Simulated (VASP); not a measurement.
# CdSe (Cadmoselite) (P6_3mc) in VASP: notebook, part 2 of 2

VASP 6.6.1. Earlier steps stand in the parts before.

### Step 3. Relaxation of shape and atoms at fixed volume, PBE (volume scaled by 0.840)

INCAR

```
SYSTEM = CdSe
  PREC = Accurate
  ENCUT = 600
  EDIFF = 1E-7
  ISMEAR = 0
  SIGMA = 0.05
  LREAL = .FALSE.
  LASPH = .TRUE.
  NELM = 100
  ALGO = Normal
  ISIF = 4
  LWAVE = .FALSE.
  LCHARG = .FALSE.
  GGA = PE
  IBRION = 2
  NSW = 60
  EDIFFG = -0.01
```

KPOINTS

```
regular mesh
0
G
  10 10 6
  0 0 0
```

POSCAR

```
CdSe
1.0
    4.1340918826      0.0000000000      0.0000000000
   -2.0670459413      3.5802285919      0.0000000000
    0.0000000000      0.0000000000      6.7551284379
Cd Se
2 2
Direct
    0.3333333333      0.6666666667      0.0048420126
    0.6666666667      0.3333333333      0.5048420126
    0.3333333333      0.6666666667      0.3801579874
    0.6666666667      0.3333333333      0.8801579874
```

Potentials or basis: VASP PAW PBE potentials, release 64 (Cd, Se).

On the command line:

```console
$ cat potpaw_PBE.64/Cd/POTCAR potpaw_PBE.64/Se/POTCAR > POTCAR
$ mpirun -np 1 vasp_std > vasp.out
```

OUTCAR:

```text
SYSTEM = CdSe
   PREC = Accurate
   ENCUT = 600
   EDIFF = 1E-7
   ISMEAR = 0
   LREAL = .FALSE.
   LASPH = .TRUE.
   NELM = 100
   ISIF = 4
   GGA = PE
   IBRION = 2
   NSW = 60
   EDIFFG = -0.01

 ion  position               nearest neighbor table
   1  0.333  0.667  0.005-   4 2.53   4 2.53   4 2.53   3 2.54
   2  0.667  0.333  0.505-   3 2.53   3 2.53   3 2.53   4 2.54
   3  0.333  0.667  0.380-   2 2.53   2 2.53   2 2.53   1 2.54
   4  0.667  0.333  0.880-   1 2.53   1 2.53   1 2.53   2 2.54

  LATTYP: Found a hexagonal cell.
 ALAT       =     4.1340918826
 C/A-ratio  =     1.6340053946

  Lattice vectors:

 A1 = (   4.1340918826,   0.0000000000,   0.0000000000)
 A2 = (  -2.0670459413,   3.5802285919,   0.0000000000)
 A3 = (   0.0000000000,   0.0000000000,   6.7551284379)

Analysis of symmetry for initial positions (statically):
=====================================================================
 Subroutine PRICEL returns:
 Original cell was already a primitive cell.

 Routine SETGRP: Setting up the symmetry group for a
 hexagonal supercell.

 Subroutine GETGRP returns: Found 12 space group operations
 (whereof  6 operations were pure point group operations)
 out of a pool of 24 trial point group operations.

The static configuration has the point symmetry C_3v.
 The point group associated with its full space group is C_6v.

Analysis of symmetry for dynamics (positions and initial velocities):
=====================================================================
 Subroutine PRICEL returns:
 Original cell was already a primitive cell.

 Routine SETGRP: Setting up the symmetry group for a
 hexagonal supercell.

 Subroutine GETGRP returns: Found 12 space group operations
 (whereof  6 operations were pure point group operations)
 out of a pool of 24 trial point group operations.

The dynamic configuration has the point symmetry C_3v.
 The point group associated with its full space group is C_6v.

 Subroutine INISYM returns: Found 12 space group operations
 (whereof  6 operations are pure point group operations),
 and found     1 'primitive' translations

----------------------------------------------------------------------------------------

                                     Primitive cell

  volume of cell :      99.9826

  direct lattice vectors                    reciprocal lattice vectors
     4.134091883  0.000000000  0.000000000     0.241891092  0.139655887  0.000000000
    -2.067045941  3.580228592  0.000000000     0.000000000  0.279311774  0.000000000
     0.000000000  0.000000000  6.755128438     0.000000000  0.000000000  0.148035675

  length of vectors
     4.134091883  4.134091883  6.755128438     0.279311774  0.279311774  0.148035675

  position of ions in fractional coordinates (direct lattice)
     0.333333333  0.666666667  0.004842013
     0.666666667  0.333333333  0.504842013
     0.333333333  0.666666667  0.380157987
     0.666666667  0.333333333  0.880157987

  ion indices of the primitive-cell ions
   primitive index   ion index
                 1           1
                 2           2
                 3           3
[... 27 lines left out ...]

 Following reciprocal coordinates:
            Coordinates               Weight
  0.000000  0.000000  0.000000      1.000000
  0.100000  0.000000  0.000000      6.000000
  0.200000  0.000000  0.000000      6.000000
  0.300000 -0.000000  0.000000      6.000000
  0.400000  0.000000  0.000000      6.000000
  0.500000  0.000000  0.000000      3.000000
[... 16 lines left out ...]
  0.300000  0.100000  0.166667     24.000000
  0.400000  0.100000  0.166667     24.000000
 [... further k-points ...]
   k-points           NKPTS =     56   k-points in BZ     NKDIM =     56   number of bands    NBANDS=     22
   number of dos      NEDOS =    301   number of ions     NIONS =      4
   total plane-waves  NPLWV =  69984
   dimension x,y,z NGX =    36 NGY =   36 NGZ =   54
   dimension x,y,z NGXF=    72 NGYF=   72 NGZF=  108
   ions per type =               2   2
   NGX,Y,Z   is equivalent  to a cutoff of  14.48, 14.48, 13.29 a.u.
   NGXF,Y,Z  is equivalent  to a cutoff of  28.95, 28.95, 26.58 a.u.
 SYSTEM =  CdSe
   PREC   = accura    normal or accurate (medium, high low for compatibility)
   ISTART =      0    job   : 0-new  1-cont  2-samecut
   ICHARG =      2    charge: 1-file 2-atom 10-const
   ISPIN  =      1    spin polarized calculation?
   LNONCOLLINEAR =      F non collinear calculations
   LSORBIT =      F    spin-orbit coupling
   LASPH  =      T    aspherical Exc in radial PAW
   ENCUT  =  600.0 eV  44.10 Ry    6.64 a.u.   8.26  8.26 13.49*2*pi/ulx,y,z
   NELM   =    100;   NELMIN=  2; NELMDL= -5     # of ELM steps
   EDIFF  = 0.1E-06   stopping-criterion for ELM
   LREAL  =      F    real-space projection
   EDIFFG = -.1E-01   stopping-criterion for IOM
   NSW    =     60    number of steps for IOM
   IBRION =      2    ionic relax: 0-MD 1-quasi-New 2-CG
   NFREE  =      1    steps in history (QN), initial steepest desc. (CG)
   ISIF   =      4    stress and relaxation
   ISYM   =      2    0-nonsym 1-usesym 2-fastsym
   POTIM  = 0.5000    time-step for ionic-motion
   TEBEG  =    0.0;   TEEND  =   0.0 temperature during run
   PSTRESS=    0.0 pullay stress
   NELECT =      36.0000    total number of electrons
   NUPDOWN=      -1.0000    fix difference up-down
   EMIN   =  10.00;   EMAX   =-10.00  energy-range for DOS
   EFERMI =   0.00;   METHOD = LEGACY
   ISMEAR =     0;   SIGMA  =   0.05  broadening in eV -4-tet -1-fermi 0-gaus
   EFERMI_NEDOS =   21; number of points for ismear=-14 and -15
   IALGO  =     38    algorithm
   IMIX   =      4    mixing-type and parameters
     AMIX     =   0.40;   BMIX     =  1.00
     AMIX_MAG =   1.60;   BMIX_MAG =  1.00
  volume/ion in A,a.u.               =      25.00       168.68
  Fermi-wavevector in a.u.,A,eV,Ry     =   1.164664  2.200897 18.455532  1.356443
  Thomas-Fermi vector in A             =   2.301200
   LORBIT       =      0    0 simple, 1 ext, 2 COOP (PROOUT), +10 PAW based schemes
   GGA     = PE    functional components
   LHFCALC =     F    Hartree Fock is set to
   AEXX    =    0.0000 exact exchange contribution
   IVDW    =     0    specifies the selected vdW correction
   LEPSILON=     F    determine dielectric tensor
   LRPA    =     F    only Hartree local field effects (RPA)
 conjugate gradient relaxation of ions
 non-spin polarized calculation
 Gauss-broadening in eV      SIGMA  =   0.05
  energy-cutoff  :      600.00
  volume of cell :       99.98
 maximum number of plane-waves:      3357
 NGX is ok and might be reduce to    36
   NGX = 17   NGY = 17   NGZ = 27

--------------------------------------- Ionic step        1  -------------------------------------------

 number of electron      35.9999997 magnetization

 Free energy of the ion-electron system (eV)
  ---------------------------------------------------
  ext. energy  EPLUGINS =         0.00000000
  ---------------------------------------------------
  free energy    TOTEN  =       -10.36177286 eV

  energy without entropy =      -10.36177286  energy(sigma->0) =      -10.36177286

------------------------ aborting loop because EDIFF is reached ----------------------------------------

  FORCE on cell =-STRESS in cart. coord.  units (eV):
  Direction    XX          YY          ZZ          XY          YZ          ZX
  --------------------------------------------------------------------------------------
  -------------------------------------------------------------------------------------
  Total        7.5719862      7.5719862      7.6186784      0.0000000     -0.0000000      0.0000000
  in kB      121.3377408    121.3377408    122.0859627      0.0000000     -0.0000000      0.0000000
  external PRESSURE =     121.5871481 kB  Pullay stress =       0.0000000 kB
[... 253 lines left out ...]
--------------------------------------- Ionic step        8  -------------------------------------------

 number of electron      35.9999998 magnetization

 Free energy of the ion-electron system (eV)
  ---------------------------------------------------
  ext. energy  EPLUGINS =         0.00000000
  ---------------------------------------------------
  free energy    TOTEN  =       -10.36224969 eV

  energy without entropy =      -10.36224969  energy(sigma->0) =      -10.36224969

 E-fermi :   2.2314     XC(G=0):  -9.4318

 val. band max:        1.9857574692   @ k =   0.0000   0.0000   0.0000
 cond. band min:       2.8823760411   @ k =   0.0000   0.0000   0.0000
 fundamental gap:      0.8966185719
 Fermi energy:         2.2314254657

 k-point     1 :       0.0000    0.0000    0.0000
  band No.  band energies     occupation
      1     -11.3809      2.00000
      2     -10.8936      2.00000
      3      -6.4596      2.00000
      4      -6.4306      2.00000
      5      -6.4306      2.00000
      6      -6.3349      2.00000
[... 589 lines left out ...]
     21       6.9804      0.00000
     22       7.7072      0.00000

 [... further k-points ...]
[... 5 lines left out ...]
  --------------------------------------------------------------------------------------
  -------------------------------------------------------------------------------------
  Total        7.5618899      7.5618899      7.5922133      0.0000000     -0.0000000      0.0000000
  in kB      121.1759524    121.1759524    121.6618715      0.0000000     -0.0000000      0.0000000
  external PRESSURE =     121.3379254 kB  Pullay stress =       0.0000000 kB
[... 19 lines left out ...]
  FREE ENERGIE OF THE ION-ELECTRON SYSTEM (eV)
  ---------------------------------------------------
  free  energy   TOTEN  =       -10.3622496923 eV

  energy  without entropy=      -10.3622496923  energy(sigma->0) =      -10.36224969

 reached required accuracy - stopping structural energy minimisation
```

OSZICAR:

```text
N       E                     dE             d eps       ncg     rms          rms(c)
DAV:   1     0.274604450518E+03    0.27460E+03   -0.19195E+04  2464   0.168E+03
DAV:   2     0.333147569376E+01   -0.27127E+03   -0.26465E+03  2740   0.379E+02
DAV:   3    -0.109735922179E+02   -0.14305E+02   -0.14177E+02  2968   0.871E+01
[... 61 lines left out ...]
DAV:   1    -0.103623282556E+02   -0.82365E-04   -0.75038E-03  2476   0.605E-01    0.443E-02
DAV:   2    -0.103622740333E+02    0.54222E-04   -0.99127E-05  2886   0.101E-01    0.240E-02
DAV:   3    -0.103622498258E+02    0.24207E-04   -0.50279E-05  2806   0.566E-02    0.821E-03
DAV:   4    -0.103622497728E+02    0.53011E-07   -0.61967E-06  2668   0.230E-02    0.475E-03
DAV:   5    -0.103622496923E+02    0.80527E-07   -0.13129E-07  1856   0.304E-03
   8 F= -.10362250E+02 E0= -.10362250E+02  d E =-.145258E-03
```

CONTCAR:

```text
CdSe
   1.00000000000000
     4.1203838124199503    0.0000000000000000    0.0000000000000000
    -2.0601919062099752    3.5683570548549497    0.0000000000000000
     0.0000000000000000   -0.0000000000000000    6.8001503648642982
  Cd              Se
     2     2
Direct
     0.3333333332999970    0.6666666667000030    0.0064435130531772
     0.6666666667000030    0.3333333332999970    0.5064435130531771
     0.3333333332999970    0.6666666667000030    0.3785564869468208
     0.6666666667000030    0.3333333332999970    0.8785564869468209

  0.00000000E+00  0.00000000E+00  0.00000000E+00
  0.00000000E+00  0.00000000E+00  0.00000000E+00
  0.00000000E+00  0.00000000E+00  0.00000000E+00
  0.00000000E+00  0.00000000E+00  0.00000000E+00
```

It took 9.9 min on 1 thread of Oxide Virtual Turin-like, shared host; peak memory 0.31 GiB.

What came out:

* Free energy: -10.3622 eV
* Energy gained by relaxing: 0.1 meV/atom
* Ionic steps: 8
* Pressure after relaxing: 12.1 GPa
* Largest force after relaxing: 0.007 eV/Å
* Band gap on the k mesh: 0.90 eV, direct

Forces on the atoms (eV/Å):
```
Cd   0.000  0.000 -0.007
Cd   0.000  0.000 -0.007
Se   0.000  0.000  0.007
Se   0.000  0.000  0.007
```

Step by step:
```csv
step,energy change (eV),largest force (eV/Å),pressure (GPa),volume (Å³)
1,0.0000,0.0166,12.16,99.98
2,-0.0001,0.0125,12.16,99.98
3,-0.0002,0.0001,12.15,99.98
4,-0.0003,0.0257,12.14,99.98
5,-0.0004,0.0242,12.14,99.98
6,-0.0004,0.0195,12.14,99.98
7,-0.0005,0.0102,12.14,99.98
8,-0.0005,0.0071,12.13,99.98
```

Final structure:
```cif
data_structure
_symmetry_space_group_name_H-M 'P 1'
_symmetry_Int_Tables_number 1
_cell_length_a 4.1204
_cell_length_b 4.1204
_cell_length_c 6.8002
_cell_angle_alpha 90.000
_cell_angle_beta 90.000
_cell_angle_gamma 120.000
_cell_volume 99.98
loop_
_atom_site_label
_atom_site_type_symbol
_atom_site_fract_x
_atom_site_fract_y
_atom_site_fract_z
_atom_site_occupancy
Cd1 Cd 0.33333 0.66667 0.00644 1
Cd2 Cd 0.66667 0.33333 0.50644 1
Se1 Se 0.33333 0.66667 0.37856 1
Se2 Se 0.66667 0.33333 0.87856 1
```

Levels at points of the mesh, in eV from the valence-band top:
| k point | band 14 | band 15 | band 16 | band 17 | band 18 | band 19 | band 20 | band 21 | band 22 |
| --- | --- | --- | --- | --- | --- | --- | --- | --- | --- |
| (0.00, 0.00, 0.00) | -0.94 | -0.94 | -0.12 | 0.00 | 0.00 | 0.90 | 2.40 | 5.87 | 5.87 |
| (0.50, 0.00, 0.00) | -4.19 | -3.28 | -2.28 | -1.73 | -0.93 | 3.31 | 3.39 | 4.63 | 6.39 |
| (0.00, 0.00, 0.50) | -3.06 | -0.50 | -0.50 | -0.50 | -0.50 | 2.60 | 2.60 | 5.99 | 5.99 |
| (0.50, 0.00, 0.50) | -4.88 | -1.74 | -1.74 | -1.66 | -1.66 | 2.89 | 2.89 | 4.84 | 4.84 |

Caveat: the cell differs from its parent crystal (volume scaled by 0.840).
